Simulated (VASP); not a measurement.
Write the native input for VASP 6.6.1 that does the following.

```
Task                   : single point
Functional             : PBE
Potentials or basis    : VASP PAW PBE potentials, release 64 (Sr_sv, Cl)
Cutoff                 : 520 eV
k mesh                 : 6 × 6 × 6
Occupations            : gaussian, width 0.05 eV
Spin                   : no spin polarisation
Dipole correction      : no
Further INCAR settings : ALGO = Normal; EDIFF = 1e-06; NBANDS = 19
```

The structure of SrCl2 lies in POSCAR:

```
SrCl2
1.0
    0.0000000000      3.6072069568      3.5544185623
    3.3960533788      0.0000000000      3.5544185623
    3.3960533788      3.6072069568      0.0000000000
Sr Cl
1 2
Direct
    0.0000000000      0.0000000000      0.0000000000
    0.2500000000      0.2500000000      0.2500000000
    0.7500000000      0.7500000000      0.7500000000
```

This cell differs from its parent crystal: strain +e along x and -e along y -0.0300, strain +e along z and -e/2 along x and y +0.0100.

These files were run (other wordings do the same):

INCAR

```
SYSTEM = SrCl2
ALGO = Normal
EDIFF = 1E-6
ENCUT = 520
GGA = PE
ISIF = 2
ISMEAR = 0
LASPH = .TRUE.
LCHARG = .FALSE.
LREAL = .FALSE.
LWAVE = .FALSE.
NBANDS = 19
NELM = 60
PREC = Accurate
SIGMA = 0.05
```

KPOINTS

```
k-points
0
G
  6 6 6
  0 0 0
```

Potentials or basis: VASP PAW PBE potentials, release 64 (Sr_sv, Cl).

Run with:

```sh
$ cat potpaw_PBE.64/Sr_sv/POTCAR potpaw_PBE.64/Cl/POTCAR > POTCAR
$ mpirun -np 1 vasp_std > vasp.out
```

It gave:

| Item | Value |
| --- | --- |
| Pressure | 0.2 GPa |
| Band gap on the k mesh | 4.94 eV, indirect (least direct gap 5.22 eV) |

Caveat: the cell differs from its parent crystal (strain +e along x and -e along y -0.0300, strain +e along z and -e/2 along x and y +0.0100).

Wall time 48 s on 1 thread of Intel(R) Xeon(R) 6975P-C (Granite Rapids) (shared host), peak memory 0.27 GiB.
